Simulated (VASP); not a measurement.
Input of a VASP 6.6.1 run:

Contents of POSCAR:

```
PbAu2
1.0
    0.0000000000      4.0213974395      4.0213974395
    4.0213974395      0.0000000000      4.0213974395
    4.0213974395      4.0213974395      0.0000000000
Pb Au
2 4
Direct
    0.0000000000      0.0000000000      0.0000000000
    0.2500000000      0.2500000000      0.2500000000
    0.6250000000      0.6250000000      0.6250000000
    0.1250000000      0.6250000000      0.6250000000
    0.6250000000      0.6250000000      0.1250000000
    0.6250000000      0.1250000000      0.6250000000
```

INCAR.step1

```
SYSTEM = PbAu2
  ALGO = Normal
  EDIFF = 1E-4
  ENCUT = 520
  GGA = PE
  ISMEAR = -1
  LASPH = .TRUE.
  LCHARG = .FALSE.
  LREAL = .FALSE.
  LWAVE = .TRUE.
  NBANDS = 45
  NELM = 100
  PREC = Accurate
  SIGMA = 0.1
```

File INCAR.step2:

```
SYSTEM = PbAu2
  ALGO = Normal
  EDIFF = 1E-7
  ENCUT = 520
  ISIF = 2
  ISMEAR = -1
  ISTART = 1
  LASPH = .TRUE.
  LCHARG = .TRUE.
  LELF = .TRUE.
  LMIXTAU = .TRUE.
  LREAL = .FALSE.
  LVHAR = .TRUE.
  LWAVE = .FALSE.
  METAGGA = R2SCAN
  NBANDS = 45
  NELM = 100
  PREC = Accurate
  SIGMA = 0.1
```

Contents of KPOINTS:

```
k-points
0
G
  7 7 7
  0 0 0
```

Potentials or basis: VASP PAW PBE potentials, release 64 (Pb_d, Au).

Launch:

```console
$ cat potpaw_PBE.64/Pb_d/POTCAR potpaw_PBE.64/Au/POTCAR > POTCAR
$ cp INCAR.step1 INCAR
$ mpirun -np 1 vasp_std > vasp.out
$ cp INCAR.step2 INCAR
$ mpirun -np 1 vasp_std > vasp.out
```

Problem. Estimate the pressure.

Solution. 0.1 GPa.

Caveat: the PAW data sets were made with another functional, which shifts forces and pressure a little.
